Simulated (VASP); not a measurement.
Input of a VASP 6.6.1 run:

Contents of INCAR:

```
SYSTEM = SrMgCl4
ALGO = Normal
EDIFF = 1E-6
ENCUT = 520
GGA = PE
ISIF = 2
ISMEAR = 0
LASPH = .TRUE.
LCHARG = .FALSE.
LREAL = .FALSE.
LWAVE = .FALSE.
NBANDS = 29
NELM = 80
PREC = Accurate
SIGMA = 0.1
```

Contents of KPOINTS:

```
k-points
0
G
  4 4 4
  0 0 0
```

File POSCAR:

```
SrMgCl4
1.0
    4.6638284700      0.0000000000      0.0000000000
    0.0000000000      4.6638284700      0.0000000000
    0.0000000000      0.0000000000      6.5956494800
Sr Mg Cl
1 1 4
Direct
    0.5000000000      0.5000000000      0.5000000000
    0.0000000000      0.0000000000      0.0000000000
    0.5000000000      0.0000000000      0.2500000000
    0.0000000000      0.5000000000      0.7500000000
    0.5000000000      0.0000000000      0.7500000000
    0.0000000000      0.5000000000      0.2500000000
```

Potentials or basis: VASP PAW PBE potentials, release 64 (Sr_sv, Mg, Cl).

Command:

```bash
$ cat potpaw_PBE.64/Sr_sv/POTCAR potpaw_PBE.64/Mg/POTCAR potpaw_PBE.64/Cl/POTCAR > POTCAR
$ mpirun -np 1 vasp_std > vasp.out
```

Estimate the largest force.

0.966 eV/Å.

Predict the band gap on the k mesh.

3.12 eV (least direct gap 3.17 eV).

Predict the pressure.

3.3 GPa.

Stress tensor (GPa, compression positive):
```
3.32 0.00 0.00
0.00 3.32 0.00
0.00 0.00 3.23
```

Caveat: the cell stands under pressure. A k mesh can miss the band edges.
